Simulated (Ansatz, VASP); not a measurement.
## Two plane-wave programs on MgO

```
CELL_PARAMETERS angstrom
0.00000 2.21246 2.10711
2.21246 0.00000 2.10711
2.21246 2.21246 0.00000
ATOMIC_POSITIONS crystal
Mg 0.00000 0.00000 0.00000
O 0.50000 0.50000 0.50000
```

Change from the starting cell: strain +0.050 along x and y, +0.000 along z, atoms carried along.

Alike in both runs: task single point; functional PBEsol; k mesh 10 × 10 × 10; occupations gaussian, width 0.05 eV; no spin polarisation.

|  | VASP | Ansatz |
| --- | --- | --- |
| version | VASP 6.6.1 | Ansatz 0.2.0 |
| potentials or method | VASP PAW PBE potentials, release 64 (Mg, O), cutoff 520 eV | scalar-relativistic, plane waves, PAW |
| valence electrons in the cell | 8 | 16 |

|  | VASP | Ansatz | Ansatz less VASP |
| --- | --- | --- | --- |
| gap on the k mesh at the Fermi level (eV) | 3.69 | 3.69 | +0.005 |
| least direct gap on the mesh (eV) | 3.69 | 3.69 | +0.005 |
| pressure (GPa) | -12.6 | -12.0 | +0.59 |
| traceless stress, the component that is largest in VASP (GPa) | 3.89 | 3.89 | +0.005 |

VASP's potentials were made for PBE, not for PBEsol. VASP's potentials hold 8 valence electrons a cell and Ansatz's 16, so a difference there can come from the potentials and not from the codes.
